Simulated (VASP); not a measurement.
# Ge2Sb2Te5 (P-3m1) in VASP: notebook, part 2 of 2

VASP 6.6.1.

## (3) Single point, PBE (33.34 Å³/atom)

This run uses another cell than the first one, of 33.34 Å³/atom.

The input, INCAR:

```
PREC = Accurate
ENCUT = 520
EDIFF = 1E-6
ISMEAR = 0
SIGMA = 0.03
LREAL = False
LASPH = True
NELM = 80
ALGO = Fast
ISIF = 2
LWAVE = False
LCHARG = False
GGA = PE
NBANDS = 44
```

The input, KPOINTS:

```
regular mesh
0
Gamma
  12 12 2
```

The input, POSCAR:

```
Ge2Sb2Te5
1.0
    4.1655401336      0.0000000000      0.0000000000
   -2.0827700668      3.6074635762      0.0000000000
    0.0000000000      0.0000000000     19.9650173062
Ge Sb Te
2 2 5
Direct
    0.0000000000      0.0000000000      0.3313200918
    0.0000000000      0.0000000000      0.6686799082
    0.3333333333      0.6666666667      0.1120971408
    0.6666666667      0.3333333333      0.8879028592
    0.0000000000      0.0000000000      0.0000000000
    0.3333333333      0.6666666667      0.7914345914
    0.6666666667      0.3333333333      0.2085654086
    0.3333333333      0.6666666667      0.4096023866
    0.6666666667      0.3333333333      0.5903976134
```

Potentials or basis: VASP PAW PBE potentials, release 64 (Ge_d, Sb, Te).

Started as:

```
cat potpaw_PBE.64/Ge_d/POTCAR potpaw_PBE.64/Sb/POTCAR potpaw_PBE.64/Te/POTCAR > POTCAR
mpirun -np 1 vasp_std > vasp.out
```

OUTCAR:

```text
PREC = Accurate
   ENCUT = 520
   EDIFF = 1E-6
   ISMEAR = 0
   LREAL = False
   LASPH = True
   NELM = 80
   ISIF = 2
   GGA = PE

 ion  position               nearest neighbor table
   1  0.000  0.000  0.331-   8 2.87   8 2.87   8 2.87
   2  0.000  0.000  0.669-   9 2.87   9 2.87   9 2.87
   3  0.333  0.667  0.112-   7 3.08   7 3.08   7 3.08   5 3.29   5 3.29   5 3.29
   4  0.667  0.333  0.888-   6 3.08   6 3.08   6 3.08   5 3.29   5 3.29   5 3.29
   5  0.000  0.000  0.000-   3 3.29   4 3.29   4 3.29   3 3.29   4 3.29   3 3.29
   6  0.333  0.667  0.791-   4 3.08   4 3.08   4 3.08
   7  0.667  0.333  0.209-   3 3.08   3 3.08   3 3.08
   8  0.333  0.667  0.410-   1 2.87   1 2.87   1 2.87
   9  0.667  0.333  0.590-   2 2.87   2 2.87   2 2.87

  LATTYP: Found a hexagonal cell.
 ALAT       =     4.1655401336
 C/A-ratio  =     4.7929000000

  Lattice vectors:

 A1 = (   4.1655401336,   0.0000000000,   0.0000000000)
 A2 = (  -2.0827700668,   3.6074635762,   0.0000000000)
 A3 = (   0.0000000000,   0.0000000000,  19.9650173062)

Analysis of symmetry for initial positions (statically):
[... 197 lines left out ...]
  band No.  band energies     occupation
      1     -19.5410      2.00000
      2     -19.5410      2.00000
      3     -19.5410      2.00000
      4     -19.5410      2.00000
      5     -19.5284      2.00000
      6     -19.5284      2.00000
[... 1117 lines left out ...]
     43       8.1982      0.00000
     44       8.4236      0.00000

 [... further k-points ...]

------------------------ aborting loop because EDIFF is reached ----------------------------------------

  FORCE on cell =-STRESS in cart. coord.  units (eV):
  Direction    XX          YY          ZZ          XY          YZ          ZX
  --------------------------------------------------------------------------------------
  -------------------------------------------------------------------------------------
  Total       -1.3499906     -1.3499906     -8.7950001      0.0000000      0.0000000      0.0000000
  in kB       -7.2093871     -7.2093871    -46.9681507      0.0000000      0.0000000      0.0000000
  external PRESSURE =     -20.4623083 kB  Pullay stress =       0.0000000 kB

 VOLUME and BASIS-vectors are now :
 -----------------------------------------------------------------------------
  energy-cutoff  :      520.00
  volume of cell :      300.02
      direct lattice vectors                 reciprocal lattice vectors
     4.165540134  0.000000000  0.000000000     0.240064906  0.138601538  0.000000000
    -2.082770067  3.607463576  0.000000000     0.000000000  0.277203076  0.000000000
     0.000000000  0.000000000 19.965017306     0.000000000  0.000000000  0.050087610

 POSITION                                       TOTAL-FORCE (eV/Angst)
 -----------------------------------------------------------------------------------
      0.00000      0.00000      6.61481        -0.000000     -0.000000      0.493734
      0.00000      0.00000     13.35021         0.000000      0.000000     -0.493734
     -0.00000      2.40498      2.23802         0.000000     -0.000000      0.181737
      2.08277      1.20249     17.72700        -0.000000      0.000000     -0.181737
      0.00000      0.00000      0.00000        -0.000000      0.000000      0.000000
     -0.00000      2.40498     15.80101        -0.000000      0.000000      0.660430
      2.08277      1.20249      4.16401        -0.000000     -0.000000     -0.660430
     -0.00000      2.40498      8.17772        -0.000000     -0.000000     -0.632446
      2.08277      1.20249     11.78730        -0.000000      0.000000      0.632446
 -----------------------------------------------------------------------------------
    total drift:                               -0.000000     -0.000000     -0.000000

  FREE ENERGIE OF THE ION-ELECTRON SYSTEM (eV)
  ---------------------------------------------------
  free  energy   TOTEN  =       -33.4586414060 eV

  energy  without entropy=      -33.4566380054  energy(sigma->0) =      -33.45763971
```

OSZICAR:

```text
N       E                     dE             d eps       ncg     rms          rms(c)
DAV:   1     0.589906331492E+03    0.58991E+03   -0.27232E+04  4120   0.197E+03
DAV:   2     0.602329403800E+02   -0.52967E+03   -0.50914E+03  3664   0.551E+02
DAV:   3    -0.276785855704E+02   -0.87912E+02   -0.85017E+02  3976   0.149E+02
DAV:   4    -0.335528377936E+02   -0.58743E+01   -0.57977E+01  3988   0.452E+01
DAV:   5    -0.337799288312E+02   -0.22709E+00   -0.22650E+00  4800   0.874E+00    0.953E+00
RMM:   6    -0.336108579723E+02    0.16907E+00   -0.68543E-01  4538   0.247E+00    0.704E+00
RMM:   7    -0.337162513191E+02   -0.10539E+00   -0.39039E-01  5025   0.179E+00    0.327E+00
RMM:   8    -0.334576240347E+02    0.25863E+00   -0.12835E-01  4456   0.115E+00    0.342E-01
RMM:   9    -0.334580523438E+02   -0.42831E-03   -0.25805E-02  5380   0.527E-01    0.237E-01
RMM:  10    -0.334584059652E+02   -0.35362E-03   -0.45345E-03  5591   0.225E-01    0.184E-01
RMM:  11    -0.334586320246E+02   -0.22606E-03   -0.78192E-04  5570   0.107E-01    0.609E-02
RMM:  12    -0.334586364883E+02   -0.44637E-05   -0.17343E-04  5500   0.488E-02    0.301E-02
RMM:  13    -0.334586406892E+02   -0.42009E-05   -0.30152E-05  5289   0.199E-02    0.212E-02
RMM:  14    -0.334586414060E+02   -0.71682E-06   -0.60039E-06  3900   0.959E-03
   1 F= -.33458641E+02 E0= -.33457640E+02  d E =-.200340E-02
```

Wall time 20 min (1 thread of Oxide Virtual Turin-like, shared host); peak memory 0.64 GiB.

What came out:

```yaml
Free_energy: -33.4586 eV
Pressure: -2.0 GPa
Largest_force: 0.660 eV/Å
Band_gap_on_the_k_mesh: zero (bands 34 and 35 overlap by 0.30 eV)
```

Forces in eV/Å, atoms in the order of the input:
```
Ge   0.000  0.000  0.494
Ge   0.000  0.000 -0.494
Sb   0.000  0.000  0.182
Sb   0.000  0.000 -0.182
Te   0.000  0.000  0.000
Te   0.000  0.000  0.660
Te   0.000  0.000 -0.660
Te   0.000  0.000 -0.632
Te   0.000  0.000  0.632
```

Levels at points of the mesh, in eV from the Fermi level:
```csv
k point,band 32,band 33,band 34,band 35,band 36,band 37
"(0.00, 0.00, 0.00)",-0.73,-0.73,0.28,0.53,0.70,0.70
"(0.50, 0.00, 0.00)",-1.39,-1.31,-1.24,-0.02,0.48,0.79
"(0.00, 0.00, 0.50)",-0.73,-0.47,0.07,0.63,0.70,0.70
"(0.50, 0.00, 0.50)",-1.95,-1.29,-0.83,0.10,0.34,0.76
```

Caveat: spin-orbit coupling is left out, which moves the levels of the heavy elements; this functional lacks dispersion, which binds layers or chains, so the pressure and a relaxed spacing across them are unreliable.

## (4) Single point, PBE (33.34 Å³/atom)

This run uses another cell than the first one, of 33.34 Å³/atom.

The input, INCAR:

```
ALGO = Fast
EDIFF = 1E-7
ENCUT = 520
GGA = PE
ISIF = 2
ISMEAR = 0
LASPH = T
LCHARG = F
LREAL = F
LWAVE = F
NBANDS = 44
NELM = 100
PREC = Accurate
SIGMA = 0.03
```

The input, KPOINTS:

```
k-points
0
Gamma
  12 12 2
```

POSCAR: that of step 3 with these lines changed.

```diff
@@ -2,5 +2,5 @@
 1.0
-    4.1655401336      0.0000000000      0.0000000000
-   -2.0827700668      3.6074635762      0.0000000000
-    0.0000000000      0.0000000000     19.9650173062
+    4.5164438382      0.0000000000      0.0000000000
+   -2.2582219191      3.9113550987      0.0000000000
+    0.0000000000      0.0000000000     16.9831837648
 Ge Sb Te
```

Potentials or basis: VASP PAW PBE potentials, release 64 (Ge_d, Sb, Te).

Started as:

```
cat potpaw_PBE.64/Ge_d/POTCAR potpaw_PBE.64/Sb/POTCAR potpaw_PBE.64/Te/POTCAR > POTCAR
mpirun -np 1 vasp_std > vasp.out
```

OUTCAR:

```text
EDIFF = 1E-7
   ENCUT = 520
   GGA = PE
   ISIF = 2
   ISMEAR = 0
   LASPH = T
   LREAL = F
   NELM = 100
   PREC = Accurate

 ion  position               nearest neighbor table
   1  0.000  0.000  0.331-   8 2.93   8 2.93   8 2.93
   2  0.000  0.000  0.669-   9 2.93   9 2.93   9 2.93
   3  0.333  0.667  0.112-   7 3.08   7 3.08   7 3.08   5 3.23   5 3.23   5 3.23
   4  0.667  0.333  0.888-   6 3.08   6 3.08   6 3.08   5 3.23   5 3.23   5 3.23
   5  0.000  0.000  0.000-   3 3.23   4 3.23   4 3.23   3 3.23   4 3.23   3 3.23
   6  0.333  0.667  0.791-   4 3.08   4 3.08   4 3.08
   7  0.667  0.333  0.209-   3 3.08   3 3.08   3 3.08
[... 1348 lines left out ...]
  external PRESSURE =     -23.7260821 kB  Pullay stress =       0.0000000 kB

 VOLUME and BASIS-vectors are now :
 -----------------------------------------------------------------------------
  energy-cutoff  :      520.00
  volume of cell :      300.02
      direct lattice vectors                 reciprocal lattice vectors
     4.516443838  0.000000000  0.000000000     0.221413137  0.127832934  0.000000000
    -2.258221919  3.911355099  0.000000000     0.000000000  0.255665869  0.000000000
     0.000000000  0.000000000 16.983183765     0.000000000  0.000000000  0.058881775

 POSITION                                       TOTAL-FORCE (eV/Angst)
 -----------------------------------------------------------------------------------
      0.00000      0.00000      5.62687         0.000000      0.000000      0.111281
      0.00000      0.00000     11.35631        -0.000000     -0.000000     -0.111281
     -0.00000      2.60757      1.90377         0.000000      0.000000      0.046844
      2.25822      1.30379     15.07942        -0.000000     -0.000000     -0.046844
      0.00000      0.00000      0.00000        -0.000000      0.000000      0.000000
     -0.00000      2.60757     13.44108        -0.000000      0.000000      0.076796
      2.25822      1.30379      3.54210         0.000000      0.000000     -0.076796
     -0.00000      2.60757      6.95635         0.000000     -0.000000      0.024071
      2.25822      1.30379     10.02683         0.000000      0.000000     -0.024071
 -----------------------------------------------------------------------------------
    total drift:                                0.000000     -0.000000      0.000000

  FREE ENERGIE OF THE ION-ELECTRON SYSTEM (eV)
  ---------------------------------------------------
  free  energy   TOTEN  =       -33.4618996789 eV

  energy  without entropy=      -33.4615565169  energy(sigma->0) =      -33.46172810
```

stdout:

```text
POSCAR found type information on POSCAR GeSbTe
 POSCAR found :  3 types and       9 ions
 scaLAPACK will be used
 LDA part: xc-table for (Slater+PW92), standard interpolation
 POSCAR, INCAR and KPOINTS ok, starting setup
 FFT: planning ... GRIDC
 FFT: planning ... GRID_SOFT
 FFT: planning ... GRID
 WAVECAR not read
 entering main loop
 num prob  num prob  num prob RMM:  15    -0.334619001063E+02    0.11157E-05   -0.76464E-07  4450   0.392E-03    0.494E-03
 num prob  num prob  num prob RMM:  16    -0.334618997751E+02    0.33118E-06   -0.36624E-07  3698   0.262E-03    0.101E-03
 num prob  num prob  num prob  num prob  num prob  num prob  num prob  num prob  num prob  num prob  num prob  num prob  num prob  num prob  num prob RMM:  17    -0.334618996789E+02    0.96213E-07   -0.87802E-08  2704   0.163E-03
```

Wall time 24 min (1 thread of Oxide Virtual Turin-like, shared host); peak memory 0.65 GiB.

What came out:

- Free energy: -33.4619 eV
- Pressure: -2.4 GPa
- Largest force: 0.111 eV/Å
- Band gap on the k mesh: zero (bands 34 and 35 overlap by 0.06 eV)

Forces on the atoms (eV/Å):
```
Ge   0.000  0.000  0.111
Ge   0.000  0.000 -0.111
Sb   0.000  0.000  0.047
Sb   0.000  0.000 -0.047
Te   0.000  0.000  0.000
Te   0.000  0.000  0.077
Te   0.000  0.000 -0.077
Te   0.000  0.000  0.024
Te   0.000  0.000 -0.024
```

Levels at points of the mesh, in eV from the Fermi level:
| k point | band 30 | band 31 | band 32 | band 33 | band 34 | band 35 | band 36 | band 37 | band 38 | band 39 |
| --- | --- | --- | --- | --- | --- | --- | --- | --- | --- | --- |
| (0.00, 0.00, 0.00) | -1.42 | -1.34 | -1.34 | -1.28 | -0.47 | 0.03 | 0.03 | 0.36 | 0.73 | 1.06 |
| (0.50, 0.00, 0.00) | -2.05 | -1.51 | -1.42 | -0.88 | -0.64 | 0.58 | 0.93 | 1.28 | 1.56 | 2.10 |
| (0.00, 0.00, 0.50) | -1.42 | -1.37 | -1.37 | -1.27 | -0.48 | 0.06 | 0.06 | 0.37 | 0.74 | 0.98 |
| (0.50, 0.00, 0.50) | -1.98 | -1.70 | -1.39 | -1.20 | -0.37 | 0.20 | 0.82 | 1.73 | 1.73 | 2.31 |

Caveat: spin-orbit coupling is left out, which moves the levels of the heavy elements; this functional lacks dispersion, which binds layers or chains, so the pressure and a relaxed spacing across them are unreliable.

## (5) Summary

| cell | further INCAR settings | gap on the mesh (eV) | pressure (GPa) | largest force (eV/Å) |
| --- | --- | --- | --- | --- |
| a = 4.530, b = 4.530, c = 16.030 Å, angles 90.0, 90.0, 120.0°, 9 atoms | ALGO = Fast; EDIFF = 1e-06; NBANDS = 44 | none | -0.5 | 0.32 |
| a = 4.166, b = 4.166, c = 19.965 Å, angles 90.0, 90.0, 120.0°, 9 atoms | ALGO = Fast; EDIFF = 1e-06; NBANDS = 44 | none | -2.0 | 0.66 |
| a = 4.516, b = 4.516, c = 16.983 Å, angles 90.0, 90.0, 120.0°, 9 atoms | ALGO = Fast; EDIFF = 1e-07; NBANDS = 44 | none | -2.4 | 0.11 |

Alike in all rows: task single point; level PBE; potentials or basis VASP PAW PBE potentials, release 64 (Ge_d, Sb, Te); no spin polarisation; k mesh 12 × 12 × 2; cutoff (eV) 520; smearing gaussian 0.03 eV.

Caveats: spin-orbit coupling is left out, which moves the levels of the heavy elements; this functional lacks dispersion, which binds layers or chains, so the pressure and a relaxed spacing across them are unreliable.

Total energies depend on the potentials used, so only differences within one code and one set of settings carry meaning.
